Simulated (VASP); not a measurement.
# TaRh3 (Pm-3m) in VASP: a series of runs, part 2 of 2

VASP 6.6.1. The steps go on from the part before.

## Step 4: Single point, LDA

The input, INCAR:

```
SYSTEM = TaRh3
PREC = Accurate
ENCUT = 530
EDIFF = 1E-6
ISMEAR = 1
SIGMA = 0.1
LREAL = .False.
LASPH = .True.
NELM = 120
ALGO = Normal
ISIF = 2
LWAVE = .False.
LCHARG = .False.
NBANDS = 40
GGA_COMPAT = .False.
```

The input, KPOINTS:

```
regular mesh
0
Gamma
  12 12 12
  0 0 0
```

The input, POSCAR:

```
TaRh3
1.0
    3.8196519099      0.0000000000      0.0000000000
    0.0000000000      3.8196519099      0.0000000000
    0.0000000000      0.0000000000      3.8196519099
Ta Rh
1 3
Direct
    0.0000000000      0.0000000000      0.0000000000
    0.0000000000      0.5000000000      0.5000000000
    0.5000000000      0.0000000000      0.5000000000
    0.5000000000      0.5000000000      0.0000000000
```

Potentials or basis: VASP PAW LDA potentials, release 64 (Ta_sv_GW, Rh_sv_GW).

Launch:

```sh
cat potpaw_LDA.64/Ta_sv_GW/POTCAR potpaw_LDA.64/Rh_sv_GW/POTCAR > POTCAR
mpirun -np 1 vasp_std > vasp.out
```

OUTCAR:

```text
SYSTEM = TaRh3
   PREC = Accurate
   ENCUT = 530
   EDIFF = 1E-6
   ISMEAR = 1
   LREAL = .False.
   LASPH = .True.
   NELM = 120
   ISIF = 2

 ion  position               nearest neighbor table
   1  0.000  0.000  0.000-   2 2.70   3 2.70   4 2.70   2 2.70   3 2.70   2 2.70   4 2.70   2 2.70
                             3 2.70   4 2.70   3 2.70   4 2.70
   2  0.000  0.500  0.500-   1 2.70   1 2.70   1 2.70   1 2.70
   3  0.500  0.000  0.500-   1 2.70   1 2.70   1 2.70   1 2.70
   4  0.500  0.500  0.000-   1 2.70   1 2.70   1 2.70   1 2.70

  LATTYP: Found a simple cubic cell.
 ALAT       =     3.8196519099

  Lattice vectors:

 A1 = (   3.8196519099,   0.0000000000,   0.0000000000)
 A2 = (   0.0000000000,   3.8196519099,   0.0000000000)
 A3 = (   0.0000000000,   0.0000000000,   3.8196519099)

Analysis of symmetry for initial positions (statically):
=====================================================================
 Subroutine PRICEL returns:
 Original cell was already a primitive cell.

 Routine SETGRP: Setting up the symmetry group for a
 simple cubic supercell.

 Subroutine GETGRP returns: Found 48 space group operations
 (whereof 48 operations were pure point group operations)
 out of a pool of 48 trial point group operations.

The static configuration has the point symmetry O_h .

Analysis of symmetry for dynamics (positions and initial velocities):
=====================================================================
 Subroutine PRICEL returns:
 Original cell was already a primitive cell.

 Routine SETGRP: Setting up the symmetry group for a
 simple cubic supercell.

 Subroutine GETGRP returns: Found 48 space group operations
 (whereof 48 operations were pure point group operations)
 out of a pool of 48 trial point group operations.

The dynamic configuration has the point symmetry O_h .

 Subroutine INISYM returns: Found 48 space group operations
 (whereof 48 operations are pure point group operations),
 and found     1 'primitive' translations

----------------------------------------------------------------------------------------

                                     Primitive cell

  volume of cell :      55.7277

  direct lattice vectors                    reciprocal lattice vectors
     3.819651910  0.000000000  0.000000000     0.261803961  0.000000000  0.000000000
     0.000000000  3.819651910  0.000000000     0.000000000  0.261803961  0.000000000
     0.000000000  0.000000000  3.819651910     0.000000000  0.000000000  0.261803961

  length of vectors
     3.819651910  3.819651910  3.819651910     0.261803961  0.261803961  0.261803961

  position of ions in fractional coordinates (direct lattice)
     0.000000000  0.000000000  0.000000000
     0.000000000  0.500000000  0.500000000
     0.500000000  0.000000000  0.500000000
     0.500000000  0.500000000  0.000000000

  ion indices of the primitive-cell ions
   primitive index   ion index
                 1           1
                 2           2
                 3           3
                 4           4

----------------------------------------------------------------------------------------

 KPOINTS: regular mesh

Automatic generation of k-mesh.
 Grid dimensions read from file:
 generate k-points for:   12   12   12

 Generating k-lattice:

  Cartesian coordinates                     Fractional coordinates (reciprocal lattice)
     0.021816997  0.000000000  0.000000000     0.083333333  0.000000000  0.000000000
     0.000000000  0.021816997  0.000000000     0.000000000  0.083333333  0.000000000
     0.000000000  0.000000000  0.021816997     0.000000000  0.000000000  0.083333333

  Length of vectors
     0.021816997  0.021816997  0.021816997

  Shift w.r.t. Gamma in fractional coordinates (k-lattice)
     0.000000000  0.000000000  0.000000000

 Subroutine IBZKPT returns following result:
 ===========================================

 Found     84 irreducible k-points:

 Following reciprocal coordinates:
            Coordinates               Weight
  0.000000  0.000000  0.000000      1.000000
  0.083333  0.000000  0.000000      6.000000
  0.166667  0.000000  0.000000      6.000000
  0.250000  0.000000  0.000000      6.000000
  0.333333  0.000000  0.000000      6.000000
  0.416667  0.000000  0.000000      6.000000
[... 16 lines left out ...]
  0.333333  0.333333  0.000000     12.000000
  0.416667  0.333333  0.000000     24.000000
 [... further k-points ...]
   k-points           NKPTS =     84   k-points in BZ     NKDIM =     84   number of bands    NBANDS=     40
   number of dos      NEDOS =    301   number of ions     NIONS =      4
   total plane-waves  NPLWV =  27000
   dimension x,y,z NGX =    30 NGY =   30 NGZ =   30
   dimension x,y,z NGXF=    60 NGYF=   60 NGZF=   60
   ions per type =               1   3
   NGX,Y,Z   is equivalent  to a cutoff of  13.06, 13.06, 13.06 a.u.
   NGXF,Y,Z  is equivalent  to a cutoff of  26.11, 26.11, 26.11 a.u.
 SYSTEM =  TaRh3
   PREC   = accura    normal or accurate (medium, high low for compatibility)
   ISTART =      0    job   : 0-new  1-cont  2-samecut
   ICHARG =      2    charge: 1-file 2-atom 10-const
   ISPIN  =      1    spin polarized calculation?
   LNONCOLLINEAR =      F non collinear calculations
   LSORBIT =      F    spin-orbit coupling
   LASPH  =      T    aspherical Exc in radial PAW
   ENCUT  =  530.0 eV  38.95 Ry    6.24 a.u.   7.17  7.17  7.17*2*pi/ulx,y,z
   NELM   =    120;   NELMIN=  2; NELMDL= -5     # of ELM steps
   EDIFF  = 0.1E-05   stopping-criterion for ELM
   LREAL  =      F    real-space projection
   EDIFFG = 0.1E-04   stopping-criterion for IOM
   NSW    =      0    number of steps for IOM
   IBRION =     -1    ionic relax: 0-MD 1-quasi-New 2-CG
   NFREE  =      0    steps in history (QN), initial steepest desc. (CG)
   ISIF   =      2    stress and relaxation
   ISYM   =      2    0-nonsym 1-usesym 2-fastsym
   POTIM  = 0.5000    time-step for ionic-motion
   TEBEG  =    0.0;   TEEND  =   0.0 temperature during run
   PSTRESS=    0.0 pullay stress
   NELECT =      64.0000    total number of electrons
   NUPDOWN=      -1.0000    fix difference up-down
   EMIN   =  10.00;   EMAX   =-10.00  energy-range for DOS
   EFERMI =   0.00;   METHOD = LEGACY
   ISMEAR =     1;   SIGMA  =   0.10  broadening in eV -4-tet -1-fermi 0-gaus
   EFERMI_NEDOS =   21; number of points for ismear=-14 and -15
   IALGO  =     38    algorithm
   IMIX   =      4    mixing-type and parameters
     AMIX     =   0.40;   BMIX     =  1.00
     AMIX_MAG =   1.60;   BMIX_MAG =  1.00
  volume/ion in A,a.u.               =      13.93        94.02
  Fermi-wavevector in a.u.,A,eV,Ry     =   1.714396  3.239738 39.989593  2.939152
  Thomas-Fermi vector in A             =   2.791961
   LORBIT       =      0    0 simple, 1 ext, 2 COOP (PROOUT), +10 PAW based schemes
   GGA     = CA    functional components
   LHFCALC =     F    Hartree Fock is set to
   AEXX    =    0.0000 exact exchange contribution
   IVDW    =     0    specifies the selected vdW correction
   LEPSILON=     F    determine dielectric tensor
   LRPA    =     F    only Hartree local field effects (RPA)
 non-spin polarized calculation
 Methfessel and Paxton  Order N= 1 SIGMA  =   0.10
  energy-cutoff  :      530.00
  volume of cell :       55.73
 maximum number of plane-waves:      1568
 NGX is ok and might be reduce to    30
   NGX = 15   NGY = 15   NGZ = 15

 number of electron      64.0000040 magnetization

 Free energy of the ion-electron system (eV)
  ---------------------------------------------------
  ext. energy  EPLUGINS =         0.00000000
  ---------------------------------------------------
  free energy    TOTEN  =       -41.30809815 eV

  energy without entropy =      -41.30626295  energy(sigma->0) =      -41.30748642

 E-fermi :  11.5562     XC(G=0): -14.4582

 val. band max:       11.5498683075   @ k =   0.4167   0.2500   0.0833
 cond. band min:      11.5585777717   @ k =   0.1667   0.1667   0.0000
 fundamental gap:      0.0087094641
 Fermi energy:        11.5561524691

 k-point     1 :       0.0000    0.0000    0.0000
  band No.  band energies     occupation
      1     -66.6890      2.00000
      2     -66.5773      2.00000
      3     -66.5773      2.00000
      4     -56.3728      2.00000
      5     -35.0281      2.00000
      6     -35.0281      2.00000
[... 32 lines left out ...]
     39      16.2654      0.00000
[... 988 lines left out ...]
     39      17.4470      0.00000
     40      18.7807      0.00000

 [... further k-points ...]

------------------------ aborting loop because EDIFF is reached ----------------------------------------

  FORCE on cell =-STRESS in cart. coord.  units (eV):
  Direction    XX          YY          ZZ          XY          YZ          ZX
  --------------------------------------------------------------------------------------
  -------------------------------------------------------------------------------------
  Total       -0.4822976     -0.4822976     -0.4822976      0.0000000      0.0000000      0.0000000
  in kB      -13.8660995    -13.8660995    -13.8660995      0.0000000      0.0000000      0.0000000
  external PRESSURE =     -13.8660995 kB  Pullay stress =       0.0000000 kB

 VOLUME and BASIS-vectors are now :
 -----------------------------------------------------------------------------
  energy-cutoff  :      530.00
  volume of cell :       55.73
      direct lattice vectors                 reciprocal lattice vectors
     3.819651910  0.000000000  0.000000000     0.261803961  0.000000000  0.000000000
     0.000000000  3.819651910  0.000000000     0.000000000  0.261803961  0.000000000
     0.000000000  0.000000000  3.819651910     0.000000000  0.000000000  0.261803961

 POSITION                                       TOTAL-FORCE (eV/Angst)
 -----------------------------------------------------------------------------------
      0.00000      0.00000      0.00000         0.000000      0.000000      0.000000
      0.00000      1.90983      1.90983         0.000000      0.000000      0.000000
      1.90983      0.00000      1.90983         0.000000      0.000000      0.000000
      1.90983      1.90983      0.00000         0.000000      0.000000      0.000000
 -----------------------------------------------------------------------------------
    total drift:                                0.000000      0.000000     -0.000000

  FREE ENERGIE OF THE ION-ELECTRON SYSTEM (eV)
  ---------------------------------------------------
  free  energy   TOTEN  =       -41.3080981538 eV

  energy  without entropy=      -41.3062629515  energy(sigma->0) =      -41.30748642
```

OSZICAR:

```text
N       E                     dE             d eps       ncg     rms          rms(c)
DAV:   1     0.134613481313E+04    0.13461E+04   -0.37888E+04  7120   0.197E+03
DAV:   2     0.789679465095E+02   -0.12672E+04   -0.12112E+04  6840   0.105E+03
DAV:   3    -0.408567962622E+02   -0.11982E+03   -0.10869E+03 11024   0.286E+02
DAV:   4    -0.460465130685E+02   -0.51897E+01   -0.49200E+01 11384   0.752E+01
DAV:   5    -0.461925443817E+02   -0.14603E+00   -0.14520E+00 10528   0.100E+01    0.146E+02
DAV:   6    -0.426013127276E+02    0.35912E+01   -0.18817E+01  9592   0.512E+01    0.570E+01
DAV:   7    -0.437822058144E+02   -0.11809E+01   -0.11199E+01  9920   0.360E+01    0.762E+01
DAV:   8    -0.414835724362E+02    0.22986E+01   -0.29699E+00 10600   0.185E+01    0.165E+01
DAV:   9    -0.413095852163E+02    0.17399E+00   -0.79873E-01 10112   0.760E+00    0.501E+00
DAV:  10    -0.413084918555E+02    0.10934E-02   -0.50103E-02  9344   0.298E+00    0.113E+00
DAV:  11    -0.413081289118E+02    0.36294E-03   -0.17117E-03 10608   0.473E-01    0.271E-01
DAV:  12    -0.413081354962E+02   -0.65844E-05   -0.37779E-04 10264   0.147E-01    0.258E-01
DAV:  13    -0.413080997698E+02    0.35726E-04   -0.78569E-05 10592   0.110E-01    0.660E-02
DAV:  14    -0.413080981779E+02    0.15919E-05   -0.10033E-05  8232   0.216E-02    0.887E-02
DAV:  15    -0.413080981538E+02    0.24034E-07   -0.44711E-07  4032   0.897E-03
   1 F= -.41308098E+02 E0= -.41307486E+02  d E =-.183520E-02
```

stdout:

```text
POSCAR found type information on POSCAR TaRh
 POSCAR found :  2 types and       4 ions
 scaLAPACK will be used
 LDA part: xc-table for (Slater(with rela. corr.)+CA(PZ))
 , standard interpolation
 POSCAR, INCAR and KPOINTS ok, starting setup
 FFT: planning ... GRIDC
 FFT: planning ... GRID_SOFT
 FFT: planning ... GRID
 WAVECAR not read
 entering main loop
```

Run time: 2.3 min. Hardware: 1 thread of Intel Xeon 6975P-C (Granite Rapids), shared host; peak memory 0.3 GiB.

What came out:

- Free energy: -41.3081 eV
- Pressure: -1.4 GPa
- Band gap on the k mesh: zero (band 32 reaches 12.60 eV, above the bottom of band 33 at 10.50 eV)

Caveat: spin-orbit coupling is left out, which moves the levels of the heavy elements.

## Step 5: Summary

| task | potentials or basis | cell | cutoff (eV) | second run | gap on the mesh (eV) | pressure (GPa) |
| --- | --- | --- | --- | --- | --- | --- |
| single point | VASP PAW LDA potentials, release 64 (Ta_pv, Rh_pv) | a = 3.820 Å, 4 atoms | 520 | - | none | 1.0 |
| relaxation of cell and atoms | VASP PAW LDA potentials, release 64 (Ta_pv, Rh_pv) | relaxed from a = 3.860 Å, 4 atoms | 600 | - | none | 0.0 |
| single point | VASP PAW LDA potentials, release 64 (Ta_sv_GW, Rh_sv_GW) | a = 3.820 Å, 4 atoms | 530 | valence_matched | none | -1.4 |

Alike in all rows: level LDA; no spin polarisation; k mesh 12 × 12 × 12; smearing methfessel-paxton 0.1 eV.

Caveats: spin-orbit coupling is left out, which moves the levels of the heavy elements.

Total energies depend on the potentials used, so only differences within one code and one set of settings carry meaning.
